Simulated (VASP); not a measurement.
# AlRu (Pm-3m) in VASP: notebook

AlRu is run at these levels: PBE; tasks: single point.

Program: VASP 6.6.1. These are calculated values, not measurements. Logs are shortened: lines on timing, memory, paths and dates and some standing lists are left out, and cuts for length are marked.

### 1 The cell of the first run

Symmetry: Pm-3m, No. 221, cubic system. Conventional cell: a = 3.004 Å, b = 3.004 Å, c = 3.004 Å, α = 90.00°, β = 90.00°, γ = 90.00°. Within 3.4 Å of Al (site symmetry m-3m) lie 8 Ru at 2.60 Å and 6 Al at 3.00 Å. Within 3.4 Å of Ru (site symmetry m-3m) lie 8 Al at 2.60 Å and 6 Ru at 3.00 Å.

### 2 Single point, PBE

Input file INCAR:

```
SYSTEM = AlRu
ALGO = Fast
EDIFF = 1E-6
ENCUT = 520
GGA = PE
ISIF = 2
ISMEAR = 0
LASPH = .True.
LCHARG = .False.
LREAL = Auto
LWAVE = .False.
NBANDS = 158
NELM = 80
PREC = Accurate
SIGMA = 0.1
```

Input file KPOINTS:

```
k-points
0
Gamma
  4 4 4
  0 0 0
```

Input file POSCAR:

```
AlRu
1.0
    6.0083537092      0.0000000000     -6.0083537092
    6.0083537092     -6.0083537092      0.0000000000
    0.0000000000     -6.0083537092     -6.0083537092
Al Ru
16 16
Direct
    0.0000000000      0.0000000000      1.0000000000
    0.0000000000      0.0000000000      0.5000000000
    0.2500000000      0.2500000000      0.2500000000
    0.0000000000      0.5000000000      0.0000000000
    0.5000000000      0.0000000000      0.0000000000
    0.2500000000      0.2500000000      0.7500000000
    0.0000000000      0.5000000000      0.5000000000
    0.5000000000      0.0000000000      0.5000000000
    0.2500000000      0.7500000000      0.2500000000
    0.7500000000      0.2500000000      0.2500000000
    0.5000000000      0.5000000000      0.0000000000
    0.2500000000      0.7500000000      0.7500000000
    0.7500000000      0.2500000000      0.7500000000
    0.5000000000      0.5000000000      0.5000000000
    0.7500000000      0.7500000000      0.2500000000
    0.7500000000      0.7500000000      0.7500000000
    0.1250000000      0.1250000000      0.1250000000
    0.1250000000      0.1250000000      0.6250000000
    0.3750000000      0.3750000000      0.3750000000
    0.1250000000      0.6250000000      0.1250000000
    0.6250000000      0.1250000000      0.1250000000
    0.3750000000      0.3750000000      0.8750000000
    0.1250000000      0.6250000000      0.6250000000
    0.6250000000      0.1250000000      0.6250000000
    0.3750000000      0.8750000000      0.3750000000
    0.8750000000      0.3750000000      0.3750000000
    0.6250000000      0.6250000000      0.1250000000
    0.3750000000      0.8750000000      0.8750000000
    0.8750000000      0.3750000000      0.8750000000
    0.6250000000      0.6250000000      0.6250000000
    0.8750000000      0.8750000000      0.3750000000
    0.8750000000      0.8750000000      0.8750000000
```

Potentials or basis: VASP PAW PBE potentials, release 64 (Al, Ru_pv).

The run is started by

```sh
$ cat potpaw_PBE.64/Al/POTCAR potpaw_PBE.64/Ru_pv/POTCAR > POTCAR
$ mpirun -np 1 vasp_std > vasp.out
```

OUTCAR:

```text
SYSTEM = AlRu
   EDIFF = 1E-6
   ENCUT = 520
   GGA = PE
   ISIF = 2
   ISMEAR = 0
   LASPH = .True.
   LREAL = Auto
   NELM = 80
   PREC = Accurate

 ion  position               nearest neighbor table
   1  0.000  0.000  0.000-  18 2.60  20 2.60  21 2.60  28 2.60  29 2.60  31 2.60  17 2.60  32 2.60
                            10 3.00  12 3.00  13 3.00  15 3.00   6 3.00   9 3.00
   2  0.000  0.000  0.500-  17 2.60  23 2.60  24 2.60  25 2.60  26 2.60  32 2.60  31 2.60  18 2.60
                            10 3.00  12 3.00  13 3.00  16 3.00   3 3.00   9 3.00
   3  0.250  0.250  0.250-  18 2.60  20 2.60  21 2.60  22 2.60  25 2.60  26 2.60  19 2.60  17 2.60
                             5 3.00   7 3.00   8 3.00  11 3.00   2 3.00   4 3.00
   4  0.000  0.500  0.000-  17 2.60  22 2.60  23 2.60  26 2.60  27 2.60  32 2.60  29 2.60  20 2.60
                            10 3.00  12 3.00  15 3.00  16 3.00   3 3.00   6 3.00
   5  0.500  0.000  0.000-  17 2.60  22 2.60  24 2.60  25 2.60  27 2.60  32 2.60  28 2.60  21 2.60
                             9 3.00  13 3.00  15 3.00  16 3.00   3 3.00   6 3.00
   6  0.250  0.250  0.750-  17 2.60  19 2.60  23 2.60  24 2.60  28 2.60  29 2.60  18 2.60  22 2.60
                             5 3.00   7 3.00   8 3.00  14 3.00   1 3.00   4 3.00
   7  0.000  0.500  0.500-  18 2.60  19 2.60  20 2.60  29 2.60  30 2.60  31 2.60  26 2.60  23 2.60
                             9 3.00  13 3.00  15 3.00  16 3.00   3 3.00   6 3.00
   8  0.500  0.000  0.500-  18 2.60  19 2.60  21 2.60  28 2.60  30 2.60  31 2.60  25 2.60  24 2.60
                            10 3.00  12 3.00  15 3.00  16 3.00   3 3.00   6 3.00
   9  0.250  0.750  0.250-  17 2.60  19 2.60  23 2.60  27 2.60  28 2.60  31 2.60  25 2.60  20 2.60
[... 33 lines left out ...]
  26  0.875  0.375  0.375-   2 2.60   3 2.60   4 2.60  13 2.60  14 2.60  15 2.60  10 2.60   7 2.60
                            17 3.00  18 3.00  20 3.00  24 3.00  27 3.00  30 3.00
  27  0.625  0.625  0.125-   4 2.60   5 2.60   9 2.60  10 2.60  14 2.60  16 2.60  15 2.60  11 2.60
                            19 3.00  25 3.00  26 3.00  28 3.00  29 3.00  32 3.00
  28  0.375  0.875  0.875-   1 2.60   6 2.60   8 2.60   9 2.60  11 2.60  16 2.60  12 2.60   5 2.60
                            17 3.00  18 3.00  20 3.00  24 3.00  27 3.00  30 3.00
  29  0.875  0.375  0.875-   1 2.60   6 2.60   7 2.60  10 2.60  11 2.60  16 2.60  13 2.60   4 2.60
                            17 3.00  18 3.00  21 3.00  23 3.00  27 3.00  30 3.00
  30  0.625  0.625  0.625-   7 2.60   8 2.60  11 2.60  12 2.60  13 2.60  15 2.60  14 2.60  16 2.60
                            22 3.00  25 3.00  26 3.00  28 3.00  29 3.00  31 3.00
  31  0.875  0.875  0.375-   1 2.60   7 2.60   8 2.60   9 2.60  10 2.60  16 2.60  15 2.60   2 2.60
                            17 3.00  20 3.00  21 3.00  23 3.00  24 3.00  30 3.00
  32  0.875  0.875  0.875-   2 2.60   4 2.60   5 2.60  12 2.60  13 2.60  15 2.60   1 2.60  16 2.60
                            18 3.00  20 3.00  21 3.00  23 3.00  24 3.00  27 3.00

  LATTYP: Found a face centered cubic cell.
 ALAT       =    12.0167074184

  Lattice vectors:

 A1 = (   6.0083537092,   0.0000000000,  -6.0083537092)
 A2 = (   6.0083537092,  -6.0083537092,   0.0000000000)
 A3 = (   0.0000000000,  -6.0083537092,  -6.0083537092)

Analysis of symmetry for initial positions (statically):
=====================================================================
 Subroutine PRICEL returns following result:

  LATTYP: Found a simple cubic cell.
 ALAT       =     3.0041768546

  Lattice vectors:

 A1 = (   0.0000000000,   3.0041768546,   0.0000000000)
 A2 = (   3.0041768546,   0.0000000000,   0.0000000000)
 A3 = (   0.0000000000,   0.0000000000,  -3.0041768546)

  16 primitive cells build up your supercell.

 Routine SETGRP: Setting up the symmetry group for a
 face centered cubic supercell.

 Subroutine GETGRP returns: Found 48 space group operations
 (whereof 48 operations were pure point group operations)
 out of a pool of 48 trial point group operations.

The static configuration has the point symmetry O_h .

Analysis of symmetry for dynamics (positions and initial velocities):
=====================================================================
 Subroutine PRICEL returns following result:

  LATTYP: Found a simple cubic cell.
 ALAT       =     3.0041768546

  Lattice vectors:

 A1 = (   0.0000000000,   3.0041768546,   0.0000000000)
 A2 = (   3.0041768546,   0.0000000000,   0.0000000000)
 A3 = (   0.0000000000,   0.0000000000,  -3.0041768546)

  16 primitive cells build up your supercell.

 Routine SETGRP: Setting up the symmetry group for a
 face centered cubic supercell.

 Subroutine GETGRP returns: Found 48 space group operations
 (whereof 48 operations were pure point group operations)
 out of a pool of 48 trial point group operations.

The dynamic configuration has the point symmetry O_h .

 Subroutine INISYM returns: Found 48 space group operations
 (whereof 48 operations are pure point group operations),
 and found    16 'primitive' translations

----------------------------------------------------------------------------------------

                                     Primitive cell

  volume of cell :      27.1129

  direct lattice vectors                    reciprocal lattice vectors
     0.000000000  3.004176855  0.000000000     0.000000000  0.332869884  0.000000000
     3.004176855  0.000000000  0.000000000     0.332869884  0.000000000  0.000000000
     0.000000000  0.000000000 -3.004176855     0.000000000  0.000000000 -0.332869884

  length of vectors
     3.004176855  3.004176855  3.004176855     0.332869884  0.332869884  0.332869884

  position of ions in fractional coordinates (direct lattice)
     0.000000000  0.000000000  0.000000000
     0.500000000  0.500000000  0.500000000

  ion indices of the primitive-cell ions
   primitive index   ion index
                 1           1
                 2          17

----------------------------------------------------------------------------------------

 KPOINTS: k-points

Automatic generation of k-mesh.
 Grid dimensions read from file:
 generate k-points for:    4    4    4

 Generating k-lattice:

  Cartesian coordinates                     Fractional coordinates (reciprocal lattice)
     0.020804368  0.020804368 -0.020804368     0.250000000  0.000000000  0.000000000
     0.020804368 -0.020804368  0.020804368     0.000000000  0.250000000  0.000000000
    -0.020804368 -0.020804368 -0.020804368     0.000000000  0.000000000  0.250000000

  Length of vectors
     0.036034222  0.036034222  0.036034222

  Shift w.r.t. Gamma in fractional coordinates (k-lattice)
     0.000000000  0.000000000  0.000000000

 Subroutine IBZKPT returns following result:
 ===========================================

 Found      8 irreducible k-points:

 Following reciprocal coordinates:
            Coordinates               Weight
  0.000000  0.000000  0.000000      1.000000
  0.250000  0.000000  0.000000      8.000000
  0.500000  0.000000  0.000000      4.000000
  0.250000  0.250000  0.000000      6.000000
  0.500000  0.250000  0.000000     24.000000
 -0.250000  0.250000  0.000000     12.000000
  0.500000  0.500000  0.000000      3.000000
 -0.250000  0.500000  0.250000      6.000000
   k-points           NKPTS =      8   k-points in BZ     NKDIM =      8   number of bands    NBANDS=    158
   number of dos      NEDOS =    301   number of ions     NIONS =     32
   total plane-waves  NPLWV = 262144
   dimension x,y,z NGX =    64 NGY =   64 NGZ =   64
   dimension x,y,z NGXF=   128 NGYF=  128 NGZF=  128
   ions per type =              16  16
   NGX,Y,Z   is equivalent  to a cutoff of  12.52, 12.52, 12.52 a.u.
   NGXF,Y,Z  is equivalent  to a cutoff of  25.04, 25.04, 25.04 a.u.
 SYSTEM =  AlRu
   PREC   = accura    normal or accurate (medium, high low for compatibility)
   ISTART =      0    job   : 0-new  1-cont  2-samecut
   ICHARG =      2    charge: 1-file 2-atom 10-const
   ISPIN  =      1    spin polarized calculation?
   LNONCOLLINEAR =      F non collinear calculations
   LSORBIT =      F    spin-orbit coupling
   LASPH  =      T    aspherical Exc in radial PAW
   ENCUT  =  520.0 eV  38.22 Ry    6.18 a.u.  15.80 15.80 15.80*2*pi/ulx,y,z
   NELM   =     80;   NELMIN=  2; NELMDL= -5     # of ELM steps
   EDIFF  = 0.1E-05   stopping-criterion for ELM
   LREAL  =      T    real-space projection
   EDIFFG = 0.1E-04   stopping-criterion for IOM
   NSW    =      0    number of steps for IOM
   IBRION =     -1    ionic relax: 0-MD 1-quasi-New 2-CG
   NFREE  =      0    steps in history (QN), initial steepest desc. (CG)
   ISIF   =      2    stress and relaxation
   ISYM   =      2    0-nonsym 1-usesym 2-fastsym
   POTIM  = 0.5000    time-step for ionic-motion
   TEBEG  =    0.0;   TEEND  =   0.0 temperature during run
   PSTRESS=    0.0 pullay stress
   NELECT =     272.0000    total number of electrons
   NUPDOWN=      -1.0000    fix difference up-down
   EMIN   =  10.00;   EMAX   =-10.00  energy-range for DOS
   EFERMI =   0.00;   METHOD = LEGACY
   ISMEAR =     0;   SIGMA  =   0.10  broadening in eV -4-tet -1-fermi 0-gaus
   EFERMI_NEDOS =   21; number of points for ismear=-14 and -15
   IALGO  =     68    algorithm
   IMIX   =      4    mixing-type and parameters
     AMIX     =   0.40;   BMIX     =  1.00
     AMIX_MAG =   1.60;   BMIX_MAG =  1.00
  volume/ion in A,a.u.               =      13.56        91.48
  Fermi-wavevector in a.u.,A,eV,Ry     =   1.401196  2.647877 26.713012  1.963351
  Thomas-Fermi vector in A             =   2.524082
   LORBIT       =      0    0 simple, 1 ext, 2 COOP (PROOUT), +10 PAW based schemes
   GGA     = PE    functional components
   LHFCALC =     F    Hartree Fock is set to
   AEXX    =    0.0000 exact exchange contribution
   IVDW    =     0    specifies the selected vdW correction
   LEPSILON=     F    determine dielectric tensor
   LRPA    =     F    only Hartree local field effects (RPA)
 non-spin polarized calculation
 RMM-DIIS sequential band-by-band and
 Gauss-broadening in eV      SIGMA  =   0.10
  energy-cutoff  :      520.00
  volume of cell :      433.81
 maximum number of plane-waves:     11708
   NGX = 31   NGY = 31   NGZ = 31

 number of electron     272.0000097 magnetization

 Free energy of the ion-electron system (eV)
  ---------------------------------------------------
  ext. energy  EPLUGINS =         0.00000000
  ---------------------------------------------------
  free energy    TOTEN  =      -228.24967989 eV

  energy without entropy =     -228.10210465  energy(sigma->0) =     -228.17589227

 E-fermi :  10.6089     XC(G=0): -12.5002

 val. band max:       10.5775315793   @ k =   0.2500   0.0000   0.0000
 cond. band min:      10.6360566827   @ k =   0.5000   0.2500   0.0000
 fundamental gap:      0.0585251034
 Fermi energy:        10.6089222001

 k-point     1 :       0.0000    0.0000    0.0000
  band No.  band energies     occupation
      1     -31.4010      2.00000
      2     -31.4010      2.00000
      3     -31.4010      2.00000
      4     -31.3758      2.00000
      5     -31.3758      2.00000
      6     -31.3758      2.00000
[... 1197 lines left out ...]
    147      12.7641      0.00000
    148      12.7642      0.00000
 [bands above 148 left out]

------------------------ aborting loop because EDIFF is reached ----------------------------------------

  FORCE on cell =-STRESS in cart. coord.  units (eV):
  Direction    XX          YY          ZZ          XY          YZ          ZX
  --------------------------------------------------------------------------------------
  -------------------------------------------------------------------------------------
  Total       -0.2232045     -0.2232045     -0.2232045      0.0000000      0.0000000      0.0000000
  in kB       -0.8243602     -0.8243602     -0.8243602      0.0000000      0.0000000      0.0000000
  external PRESSURE =      -0.8243602 kB  Pullay stress =       0.0000000 kB

 VOLUME and BASIS-vectors are now :
 -----------------------------------------------------------------------------
  energy-cutoff  :      520.00
  volume of cell :      433.81
      direct lattice vectors                 reciprocal lattice vectors
     6.008353709  0.000000000 -6.008353709     0.083217471  0.083217471 -0.083217471
     6.008353709 -6.008353709  0.000000000     0.083217471 -0.083217471  0.083217471
     0.000000000 -6.008353709 -6.008353709    -0.083217471 -0.083217471 -0.083217471

 POSITION                                       TOTAL-FORCE (eV/Angst)
 -----------------------------------------------------------------------------------
      0.00000      0.00000      0.00000        -0.000000      0.000000     -0.000000
      0.00000     -3.00418     -3.00418        -0.000000      0.000000     -0.000000
      3.00418     -3.00418     -3.00418         0.000000     -0.000000     -0.000000
      3.00418     -3.00418      0.00000         0.000000      0.000000     -0.000000
      3.00418      0.00000     -3.00418        -0.000000     -0.000000     -0.000000
      3.00418     -6.00835     -6.00835        -0.000000     -0.000000     -0.000000
[... 24 lines left out ...]
     10.51462     -7.51044     -7.51044        -0.000000     -0.000000      0.000000
     10.51462    -10.51462    -10.51462        -0.000000      0.000000      0.000000
 -----------------------------------------------------------------------------------
    total drift:                                0.000000     -0.000000     -0.000000

  FREE ENERGIE OF THE ION-ELECTRON SYSTEM (eV)
  ---------------------------------------------------
  free  energy   TOTEN  =      -228.2496798918 eV

  energy  without entropy=     -228.1021046456  energy(sigma->0) =     -228.17589227
```

Wall time 11 min (1 thread of AMD EPYC 9R45 (Zen 5), shared host); peak memory 0.75 GiB.

What came out:

```
Free energy            : -228.2497 eV
Pressure               : -0.1 GPa
Band gap on the k mesh : zero (bands 136 and 137 overlap by 0.52 eV)
```

(Part 1 of 2 ends here.)
